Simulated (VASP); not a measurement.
Write the native input for VASP 6.6.1 that does the following.

```yaml
Task: single point
Functional: PBE
Potentials_or_basis: VASP PAW PBE potentials, release 64 (Sn_d, As)
Cutoff: 520 eV
k_mesh: 6 × 6 × 8
Occupations: gaussian, width 0.1 eV
Spin: no spin polarisation
Dipole_correction: no
Further_INCAR_settings: ALGO = Fast; EDIFF = 1e-06; NBANDS = 57
```

The structure of Sn3As lies in POSCAR:

```
Sn3As
1.0
    6.6480376848      0.0000000000      0.0000000000
   -3.3240188424      5.7573695203      0.0000000000
    0.0000000000      0.0000000000      5.3647194579
Sn As
6 2
Direct
    0.3415742482      0.1707871241      0.7500000000
    0.8292128759      0.1707871241      0.7500000000
    0.8292128759      0.6584257518      0.7500000000
    0.6584257518      0.8292128759      0.2500000000
    0.1707871241      0.8292128759      0.2500000000
    0.1707871241      0.3415742482      0.2500000000
    0.6666666667      0.3333333333      0.2500000000
    0.3333333333      0.6666666667      0.7500000000
```

The cell was generated, and may not be a known phase.

One way to write it, as run:

INCAR

```
ALGO = Fast
EDIFF = 1E-6
ENCUT = 520
GGA = PE
ISIF = 2
ISMEAR = 0
LASPH = T
LCHARG = F
LREAL = F
LWAVE = F
NBANDS = 57
NELM = 80
PREC = Accurate
SIGMA = 0.1
```

KPOINTS

```
k-points
0
Gamma
  6 6 8
```

Potentials or basis: VASP PAW PBE potentials, release 64 (Sn_d, As).

The run is started by

```sh
$ cat potpaw_PBE.64/Sn_d/POTCAR potpaw_PBE.64/As/POTCAR > POTCAR
$ mpirun -np 1 vasp_std > vasp.out
```

It gave:

```json
{
 "Pressure": "0.0 GPa",
 "Largest force": "0.004 eV/Å",
 "Band gap on the k mesh": "zero (bands 47 and 48 overlap by 2.86 eV)"
}
```

Caveat: spin-orbit coupling is left out, which moves the levels of the heavy elements.

Wall time 14 min on 1 thread of AMD EPYC 7R43 64-Core Processor (Zen 3) (shared host), peak memory 0.45 GiB.
